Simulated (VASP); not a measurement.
Input of a VASP 6.6.1 run:

The input INCAR:

```
SYSTEM = ZnO
PREC = Accurate ; ENCUT = 600
EDIFF = 1E-6 ; ISMEAR = -1
SIGMA = 0.01 ; LREAL = .False.
LASPH = .True. ; NELM = 120
ALGO = Normal ; ISIF = 2
LWAVE = .False. ; LCHARG = .False.
GGA = PE ; NBANDS = 86
ISYM = 0 ; GGA_COMPAT = .False.
```

File KPOINTS:

```
Automatic mesh
0
Gamma
  1 1 2
  0.25 0.25 0.25
```

File POSCAR:

```
ZnO
1.0
    6.5598299812     -0.0000000007      0.0000000000
   -3.2799149912      5.6809794093      0.0000000000
    0.0000000000      0.0000000000      5.2940484800
Zn O
8 8
Direct
    0.3333333333      0.1666666667      0.5006132100
    0.1666666667      0.3333333333      0.0006132100
    0.3333333333      0.6666666667      0.5006132100
    0.1666666667      0.8333333333      0.0006132100
    0.8333333333      0.1666666667      0.5006132100
    0.6666666667      0.3333333333      0.0006132100
    0.8333333333      0.6666666667      0.5006132100
    0.6666666667      0.8333333333      0.0006132100
    0.3333333333      0.1666666667      0.8796967900
    0.1666666667      0.3333333333      0.3796967900
    0.3333333333      0.6666666667      0.8796967900
    0.1666666667      0.8333333333      0.3796967900
    0.8333333333      0.1666666667      0.8796967900
    0.6666666667      0.3333333333      0.3796967900
    0.8333333333      0.6666666667      0.8796967900
    0.6666666667      0.8333333333      0.3796967900
```

Potentials or basis: VASP PAW PBE potentials, release 64 (Zn, O).

Command:

```sh
$ cat potpaw_PBE.64/Zn/POTCAR potpaw_PBE.64/O/POTCAR > POTCAR
$ mpirun -np 1 vasp_std > vasp.out
```

Question: Estimate the pressure.

Answer: 0.1 GPa.

Question: Estimate the band gap on the k mesh.

Answer: 3.33 eV.

Question: What does it give for the largest force?

Answer: 0.048 eV/Å.

Stress tensor (GPa, compression positive):
```
-0.44  0.00  0.00
 0.00 -0.44  0.00
 0.00  0.00  1.29
```

Caveat: the k points lie up to 0.55 Å⁻¹ apart; a shifted mesh leaves out Γ, where band edges can lie. A k mesh can miss the band edges.
